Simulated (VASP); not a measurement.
# Ag (Fm-3m) in VASP: a series of runs, part 2 of 2

VASP 6.6.1.

## Step 4: Single point, LDA (9.29 Å³/atom)

This run uses another cell than the first one, of 9.29 Å³/atom.

The input, INCAR:

```
ALGO = Normal
EDIFF = 1E-7
ENCUT = 520
GGA = CA
ISIF = 2
ISMEAR = -1
LASPH = T
LCHARG = T
LELF = T
LREAL = F
LVHAR = T
LWAVE = F
NBANDS = 12
NELM = 60
PREC = Accurate
SIGMA = 0.05
```

The input, KPOINTS:

```
k-points
0
Gamma
  18 18 18
```

The input, POSCAR:

```
Ag
1.0
    0.0000000000      1.6686602972      1.6686602972
    1.6686602972      0.0000000000      1.6686602972
    1.6686602972      1.6686602972      0.0000000000
Ag
1
Direct
    0.0000000000      0.0000000000      0.0000000000
```

Command:

```bash
cat potpaw_LDA.64/Ag/POTCAR > POTCAR
mpirun -np 1 vasp_std > vasp.out
```

Wall time 7.8 s (1 thread of Intel Xeon 6975P-C (Granite Rapids), shared host); peak memory 0.13 GiB.

It converged, with:

| Property | Result |
| --- | --- |
| Free energy | 0.2159 eV |
| Pressure | 335.8 GPa |
| Band gap on the k mesh | zero (an odd number of electrons rules out a gap without spin polarisation) |

Levels at points of the mesh, in eV from the Fermi level:
| k point | band 4 | band 5 | band 6 | band 7 | band 8 | band 9 |
| --- | --- | --- | --- | --- | --- | --- |
| (0.00, 0.00, 0.00) | -9.24 | -6.28 | -6.28 | 14.40 | 21.87 | 21.87 |
| (0.50, 0.00, 0.00) | -4.02 | -4.02 | -3.06 | 8.02 | 13.90 | 22.61 |
| (0.50, 0.50, 0.00) | -3.40 | -3.40 | 0.42 | 12.66 | 12.81 | 12.81 |

Caveat: the cell stands under pressure.

## Step 5: Single point, LDA (9.29 Å³/atom)

This run uses another cell than the first one, of 9.29 Å³/atom.

The input, INCAR:

```
ALGO = Normal
EDIFF = 1E-6
ENCUT = 520
ISIF = 2
ISMEAR = -1
LASPH = True
LCHARG = True
LELF = True
LREAL = False
LVHAR = True
LWAVE = False
NBANDS = 12
NELM = 100
PREC = Accurate
SIGMA = 0.05
```

KPOINTS is that of step 4.

POSCAR is that of step 4.

Potentials or basis: VASP PAW LDA potentials, release 64 (Ag).

Command:

```bash
cat potpaw_LDA.64/Ag/POTCAR > POTCAR
mpirun -np 1 vasp_std > vasp.out
```

OUTCAR:

```text
EDIFF = 1E-6
   ENCUT = 520
   ISIF = 2
   ISMEAR = -1
   LASPH = True
   LREAL = False
   NELM = 100
   PREC = Accurate

 ion  position               nearest neighbor table
   1  0.000  0.000  0.000-

  LATTYP: Found a face centered cubic cell.
 ALAT       =     3.3373205944

  Lattice vectors:

 A1 = (   0.0000000000,   1.6686602972,   1.6686602972)
 A2 = (   1.6686602972,   0.0000000000,   1.6686602972)
 A3 = (   1.6686602972,   1.6686602972,   0.0000000000)

Analysis of symmetry for initial positions (statically):
=====================================================================
 Subroutine PRICEL returns:
 Original cell was already a primitive cell.

 Routine SETGRP: Setting up the symmetry group for a
 face centered cubic supercell.

 Subroutine GETGRP returns: Found 48 space group operations
 (whereof 48 operations were pure point group operations)
 out of a pool of 48 trial point group operations.

The static configuration has the point symmetry O_h .

Analysis of symmetry for dynamics (positions and initial velocities):
[... 167 lines left out ...]
      2      11.9607      2.00000
      3      11.9607      2.00000
      4      11.9607      2.00000
      5      14.9274      2.00000
      6      14.9274      2.00000
      7      35.6080      0.00000
      8      43.0733      0.00000
      9      43.0733      0.00000
     10      43.0733      0.00000
     11      50.3831      0.00000
     12      54.5090      0.00000
[... 331 lines left out ...]
 k-point    24 :      -0.2222    0.0556    0.0000
  band No.  band energies     occupation
      1       8.8969      2.00000
      2      11.8631      2.00000
      3      12.5646      2.00000
      4      12.5744      2.00000
      5      14.6330      2.00000
      6      15.6636      2.00000
      7      36.2608      0.00000
      8      38.5947      0.00000
      9      46.0075      0.00000
     10      48.3965      0.00000
     11      48.4571      0.00000
     12      52.5914      0.00000

 [... further k-points ...]

------------------------ aborting loop because EDIFF is reached ----------------------------------------

  FORCE on cell =-STRESS in cart. coord.  units (eV):
  Direction    XX          YY          ZZ          XY          YZ          ZX
  --------------------------------------------------------------------------------------
  -------------------------------------------------------------------------------------
  Total       19.4780407     19.4780407     19.4780407     -0.0000000      0.0000000      0.0000000
  in kB     3358.3198605   3358.3198605   3358.3198605     -0.0000000      0.0000000      0.0000000
  external PRESSURE =    3358.3198605 kB  Pullay stress =       0.0000000 kB

 VOLUME and BASIS-vectors are now :
 -----------------------------------------------------------------------------
  energy-cutoff  :      520.00
  volume of cell :        9.29
      direct lattice vectors                 reciprocal lattice vectors
     0.000000000  1.668660297  1.668660297    -0.299641575  0.299641575  0.299641575
     1.668660297  0.000000000  1.668660297     0.299641575 -0.299641575  0.299641575
     1.668660297  1.668660297  0.000000000     0.299641575  0.299641575 -0.299641575

 POSITION                                       TOTAL-FORCE (eV/Angst)
 -----------------------------------------------------------------------------------
      0.00000      0.00000      0.00000         0.000000      0.000000      0.000000
 -----------------------------------------------------------------------------------
    total drift:                                0.000000      0.000000     -0.000000

  FREE ENERGIE OF THE ION-ELECTRON SYSTEM (eV)
  ---------------------------------------------------
  free  energy   TOTEN  =         0.2159031238 eV

  energy  without entropy=        0.2173326386  energy(sigma->0) =        0.21661788
```

It took 7.8 s on 1 thread of Intel Xeon 6975P-C (Granite Rapids), shared host; peak memory 0.13 GiB.

What came out:

```yaml
Free_energy: 0.2159 eV
Pressure: 335.8 GPa
Band_gap_on_the_k_mesh: zero (an odd number of electrons rules out a gap without spin polarisation)
```

Levels at points of the mesh, in eV from the Fermi level:
```
           k point  band 2  band 3  band 4  band 5  band 6  band 7  band 8  band 9  band 10  band 11
(0.00, 0.00, 0.00)   -9.24   -9.24   -9.24   -6.28   -6.28   14.40   21.87   21.87    21.87    29.18
(0.50, 0.00, 0.00)   -9.38   -9.38   -4.02   -4.02   -3.06    8.02   13.90   22.61    22.61    33.19
(0.50, 0.50, 0.00)  -13.27   -4.07   -3.40   -3.40    0.42   12.66   12.81   12.81    26.07    26.34
```

Caveat: the cell stands under pressure.

## Step 6: Single point, LDA (10.89 Å³/atom)

This run uses another cell than the first one, of 10.89 Å³/atom.

The input, INCAR:

```
ALGO     = Normal         # electronic algorithm
EDIFF    = 1E-7           # SCF threshold, eV
ENCUT    = 520            # plane-wave cutoff, eV
ISIF     = 2              # what is computed and relaxed
ISMEAR   = -1             # smearing method
LASPH    = T              # aspherical terms in the spheres
LCHARG   = F              # write CHGCAR
LREAL    = F              # projectors in reciprocal space
LWAVE    = F              # write WAVECAR
NBANDS   = 12             # bands
NELM     = 100            # most SCF steps
PREC     = Accurate       # precision mode
SIGMA    = 0.05           # smearing width, eV
```

KPOINTS is that of step 5.

The input, POSCAR:

```
Ag
1.0
    0.0000000000      1.7595228285      1.7595228285
    1.7595228285      0.0000000000      1.7595228285
    1.7595228285      1.7595228285      0.0000000000
Ag
1
Direct
    0.0000000000      0.0000000000      0.0000000000
```

Potentials or basis: VASP PAW LDA potentials, release 64 (Ag).

Command:

```bash
cat potpaw_LDA.64/Ag/POTCAR > POTCAR
mpirun -np 1 vasp_std > vasp.out
```

Run time: 8.6 s. Hardware: 1 thread of Intel Xeon 6975P-C (Granite Rapids), shared host; peak memory 0.14 GiB.

The run converged. Its results:

```yaml
Free_energy: -2.1279 eV
Pressure: 155.4 GPa
Band_gap_on_the_k_mesh: zero (an odd number of electrons rules out a gap without spin polarisation)
```

Levels at points of the mesh, in eV from the Fermi level:
| k point | band 4 | band 5 | band 6 | band 7 | band 8 | band 9 |
| --- | --- | --- | --- | --- | --- | --- |
| (0.00, 0.00, 0.00) | -7.48 | -5.20 | -5.20 | 15.59 | 21.92 | 21.92 |
| (0.50, 0.00, 0.00) | -3.47 | -3.47 | -2.14 | 6.67 | 14.98 | 21.79 |
| (0.50, 0.50, 0.00) | -3.00 | -3.00 | 0.85 | 10.90 | 12.50 | 12.50 |

Caveat: the cell stands under pressure.
